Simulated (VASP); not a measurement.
# PtSe2 (Sudovikovite) (P-3m1) in VASP: further runs, part 2 of 3

VASP 6.6.1. The steps go on from the part before.

### Step 3. Relaxation of cell and atoms, PBE

The input, INCAR:

```
SYSTEM = PtSe2
PREC = Accurate ; ENCUT = 600
EDIFF = 1E-6 ; ISMEAR = -1
SIGMA = 0.05 ; LREAL = .FALSE.
LASPH = .TRUE. ; NELM = 60
ALGO = Normal ; ISIF = 3
LWAVE = .FALSE. ; LCHARG = .FALSE.
GGA = PE ; IBRION = 2
NSW = 60 ; EDIFFG = -0.01
```

The input, KPOINTS:

```
Automatic mesh
0
G
  8 8 5
  0 0 0
```

The input, POSCAR:

```
PtSe2
1.0
    3.7240000000      0.0000000000      0.0000000000
   -1.8620000000      3.2250786037      0.0000000000
    0.0000000000      0.0000000000      5.0620000000
Pt Se
1 2
Direct
    0.0000000000      0.0000000000      0.0000000000
    0.6666666667      0.3333333333      0.7500000000
    0.3333333333      0.6666666667      0.2500000000
```

Potentials or basis: VASP PAW PBE potentials, release 64 (Pt, Se).

The run is started by

```console
$ cat potpaw_PBE.64/Pt/POTCAR potpaw_PBE.64/Se/POTCAR > POTCAR
$ mpirun -np 1 vasp_std > vasp.out
```

OUTCAR:

```text
SYSTEM = PtSe2
   PREC = Accurate
   ENCUT = 600
   EDIFF = 1E-6
   ISMEAR = -1
   LREAL = .FALSE.
   LASPH = .TRUE.
   NELM = 60
   ISIF = 3
   GGA = PE
   IBRION = 2
   NSW = 60
   EDIFFG = -0.01

 ion  position               nearest neighbor table
   1  0.000  0.000  0.000-   2 2.49   3 2.49   2 2.49   3 2.49   2 2.49   3 2.49
   2  0.667  0.333  0.750-   1 2.49   1 2.49   1 2.49
   3  0.333  0.667  0.250-   1 2.49   1 2.49   1 2.49

  LATTYP: Found a hexagonal cell.
 ALAT       =     3.7240000000
 C/A-ratio  =     1.3592910849

  Lattice vectors:

 A1 = (   3.7240000000,   0.0000000000,   0.0000000000)
 A2 = (  -1.8620000000,   3.2250786037,   0.0000000000)
 A3 = (   0.0000000000,   0.0000000000,   5.0620000000)

Analysis of symmetry for initial positions (statically):
=====================================================================
 Subroutine PRICEL returns:
 Original cell was already a primitive cell.

 Routine SETGRP: Setting up the symmetry group for a
 hexagonal supercell.

 Subroutine GETGRP returns: Found 12 space group operations
 (whereof 12 operations were pure point group operations)
 out of a pool of 24 trial point group operations.

The static configuration has the point symmetry D_3d.

Analysis of symmetry for dynamics (positions and initial velocities):
=====================================================================
 Subroutine PRICEL returns:
 Original cell was already a primitive cell.

 Routine SETGRP: Setting up the symmetry group for a
 hexagonal supercell.

 Subroutine GETGRP returns: Found 12 space group operations
 (whereof 12 operations were pure point group operations)
 out of a pool of 24 trial point group operations.

The dynamic configuration has the point symmetry D_3d.

 Subroutine INISYM returns: Found 12 space group operations
 (whereof 12 operations are pure point group operations),
 and found     1 'primitive' translations

[... 114 lines left out ...]
   IMIX   =      4    mixing-type and parameters
     AMIX     =   0.40;   BMIX     =  1.00
     AMIX_MAG =   1.60;   BMIX_MAG =  1.00
  volume/ion in A,a.u.               =      20.27       136.76
  Fermi-wavevector in a.u.,A,eV,Ry     =   1.166608  2.204570 18.517184  1.360975
  Thomas-Fermi vector in A             =   2.303119
   LORBIT       =      0    0 simple, 1 ext, 2 COOP (PROOUT), +10 PAW based schemes
   GGA     = PE    functional components
   LHFCALC =     F    Hartree Fock is set to
   AEXX    =    0.0000 exact exchange contribution
   IVDW    =     0    specifies the selected vdW correction
   LEPSILON=     F    determine dielectric tensor
   LRPA    =     F    only Hartree local field effects (RPA)
 conjugate gradient relaxation of ions
 non-spin polarized calculation
  energy-cutoff  :      600.00
  volume of cell :       60.80
 maximum number of plane-waves:      2057
 NGX is ok and might be reduce to    30
   NGX = 15   NGY = 15   NGZ = 21

--------------------------------------- Ionic step        1  -------------------------------------------

 number of electron      22.0000000 magnetization

 Free energy of the ion-electron system (eV)
  ---------------------------------------------------
  ext. energy  EPLUGINS =         0.00000000
  ---------------------------------------------------
  free energy    TOTEN  =       -14.18840046 eV

  energy without entropy =      -14.18287488  energy(sigma->0) =      -14.18563767

------------------------ aborting loop because EDIFF is reached ----------------------------------------

  FORCE on cell =-STRESS in cart. coord.  units (eV):
  Direction    XX          YY          ZZ          XY          YZ          ZX
  --------------------------------------------------------------------------------------
  -------------------------------------------------------------------------------------
  Total        3.0154940      3.0154940      2.3071995      0.0000000      0.0000000      0.0000000
  in kB       79.4688517     79.4688517     60.8028060      0.0000000      0.0000000      0.0000000
  external PRESSURE =      73.2468364 kB  Pullay stress =       0.0000000 kB
[... 965 lines left out ...]
      4      -0.5132      2.00000
      5      -0.1690      2.00000
      6       0.6072      2.00000
      7       0.8218      2.00000
      8       1.9761      2.00000
      9       2.3555      2.00000
     10       2.8669      2.00000
     11       3.8228      2.00000
     12       5.6306      0.00078
     13       6.4530      0.00000
     14      10.1378      0.00000
     15      12.2026      0.00000

 [... further k-points ...]

[... ionic steps 4 to 43 ...]

--------------------------------------- Ionic step       44  -------------------------------------------

 number of electron      22.0000001 magnetization

------------------------ aborting loop because EDIFF is reached ----------------------------------------
[... 69 lines left out ...]
--------------------------------------- Ionic step       46  -------------------------------------------

 number of electron      21.9999999 magnetization

 Free energy of the ion-electron system (eV)
  ---------------------------------------------------
  ext. energy  EPLUGINS =         0.00000000
  ---------------------------------------------------
  free energy    TOTEN  =       -14.30008218 eV

  energy without entropy =      -14.30007019  energy(sigma->0) =      -14.30007618

 E-fermi :   3.5852     XC(G=0):  -9.0345

 val. band max:        3.1526323735   @ k =   0.1250   0.1250   0.0000
 cond. band min:       4.0043489544   @ k =   0.0000   0.2500   0.4000
 fundamental gap:      0.8517165809
 Fermi energy:         3.5851915428
[... 462 lines left out ...]
  FREE ENERGIE OF THE ION-ELECTRON SYSTEM (eV)
  ---------------------------------------------------
  free  energy   TOTEN  =       -14.3000821793 eV

  energy  without entropy=      -14.3000701863  energy(sigma->0) =      -14.30007618

 reached required accuracy - stopping structural energy minimisation
```

It took 11 min on 1 thread of Intel Xeon 6975P-C (Granite Rapids), shared host; peak memory 0.23 GiB.

What came out:

```
Free energy                            : -14.3001 eV
Relaxed volume                         : 26.22 Å³/atom
Relaxed cell                           : a = 3.751 Å, b = 3.751 Å, c = 6.455 Å, α = 90.00°, β = 90.00°, γ = 120.00°
Space group after relaxing (to 0.05 Å) : P-3m1 (No. 164)
Energy gained by relaxing              : 37.2 meV/atom
Ionic steps                            : 46
Pressure after relaxing                : 0.0 GPa
Largest force after relaxing           : 0.009 eV/Å
Band gap on the k mesh                 : 0.85 eV, indirect (least direct gap 1.07 eV)
```

Forces on the atoms (eV/Å):
```
Pt   0.000  0.000  0.000
Se   0.000  0.000 -0.009
Se   0.000  0.000  0.009
```

The path:
| step | energy change (eV) | largest force (eV/Å) | pressure (GPa) | volume (Å³) |
| --- | --- | --- | --- | --- |
| 1 | 0.0000 | 0.5987 | 7.32 | 60.80 |
| 3 | -0.0739 | 0.1128 | -0.04 | 63.95 |
| 5 | -0.0751 | 0.0892 | 0.12 | 64.04 |
| 7 | -0.0833 | 0.0090 | 0.08 | 65.53 |
| 9 | -0.0897 | 0.0960 | 0.13 | 67.76 |
| 11 | -0.0980 | 0.0771 | -0.73 | 69.87 |
| 13 | -0.0999 | 0.1652 | -1.13 | 71.14 |
| 15 | -0.1039 | 0.1504 | -0.65 | 71.73 |
| 17 | -0.1057 | 0.1252 | -0.09 | 72.37 |
| 19 | -0.1068 | 0.0492 | 0.26 | 72.25 |
| 21 | -0.1070 | 0.0066 | 0.42 | 72.19 |
| 23 | -0.1077 | 0.0215 | 0.01 | 72.58 |
| 25 | -0.1078 | 0.0150 | 0.02 | 72.66 |
| 27 | -0.1083 | 0.0123 | 0.13 | 73.04 |
| 29 | -0.1085 | 0.1308 | 0.61 | 74.53 |
| 31 | -0.1089 | 0.0839 | 0.42 | 73.95 |
| 33 | -0.1090 | 0.0802 | 0.36 | 74.10 |
| 35 | -0.1096 | 0.0650 | 0.20 | 74.71 |
| 37 | -0.1099 | 0.0146 | -0.38 | 77.17 |
| 39 | -0.1103 | 0.0326 | -0.14 | 76.45 |
| 41 | -0.1117 | 0.0280 | 0.10 | 78.19 |
| 43 | -0.1116 | 0.0283 | 0.18 | 78.72 |
| 45 | -0.1116 | 0.0128 | -0.08 | 78.88 |
| 46 | -0.1117 | 0.0089 | 0.03 | 78.66 |

Final structure:
```
Pt Se
1.0
     3.75121    0.00000    0.00000
    -1.87560    3.24864    0.00000
     0.00000    0.00000    6.45517
Pt Se
1 2
Direct
  0.00000 0.00000 0.00000
  0.66667 0.33333 0.79770
  0.33333 0.66667 0.20230
```

Caveat: the volume moved by over 15 % at a fixed basis, so the end points are rough; spin-orbit coupling is left out, which moves the levels of the heavy elements; this functional lacks dispersion, which binds the layers, so the pressure and a relaxed spacing across them are unreliable; the volume moved by +29 % from the deposited cell, more than functionals usually miss. A k mesh can miss the band edges.

### Step 4. Single point, LDA, non-collinear spin, zero start, spin-orbit coupling

The input, INCAR:

```
SYSTEM = PtSe2
  ALGO = Normal
  EDIFF = 1E-6
  ENCUT = 520
  GGA_COMPAT = .FALSE.
  ISIF = 2
  ISMEAR = -1
  LASPH = .TRUE.
  LCHARG = .FALSE.
  LMAXMIX = 4
  LNONCOLLINEAR = .TRUE.
  LORBIT = 11
  LORBMOM = .TRUE.
  LREAL = .FALSE.
  LSORBIT = .TRUE.
  LWAVE = .FALSE.
  MAGMOM = 0 0 0 0 0 0 0 0 0
  NBANDS = 35
  NELM = 150
  PREC = Accurate
  SIGMA = 0.05
```

The input, KPOINTS:

```
k-points
0
G
  6 6 4
  0 0 0
```

POSCAR is that of step 3.

Potentials or basis: VASP PAW LDA potentials, release 64 (Pt, Se).

The run is started by

```console
$ cat potpaw_LDA.64/Pt/POTCAR potpaw_LDA.64/Se/POTCAR > POTCAR
$ mpirun -np 1 vasp_ncl > vasp.out
```

Run time: 70 s. Hardware: 1 thread of Intel Xeon 6975P-C (Granite Rapids), shared host; peak memory 0.29 GiB.

It converged, with:

```yaml
Free_energy: -17.4663 eV
Pressure: 0.1 GPa
Largest_force: 0.269 eV/Å
Net_moment: 0.00 μB per cell
Valence_electrons_inside_the_program's_atomic_spheres: Pt 9.46; Se 3.80
```

Forces on the atoms (eV/Å):
```
Pt   0.000  0.000  0.000
Se   0.000  0.000 -0.269
Se   0.000  0.000  0.269
```

Stress tensor (GPa, compression positive):
```
 0.47  0.00  0.00
 0.00  0.47  0.00
 0.00  0.00 -0.64
```

Moments on the atoms (μB; x, y, z):
```
Pt  0.00 0.00 0.00
Se  0.00 0.00 0.00
Se  0.00 0.00 0.00
```

(Continued in part 3 of 3.)
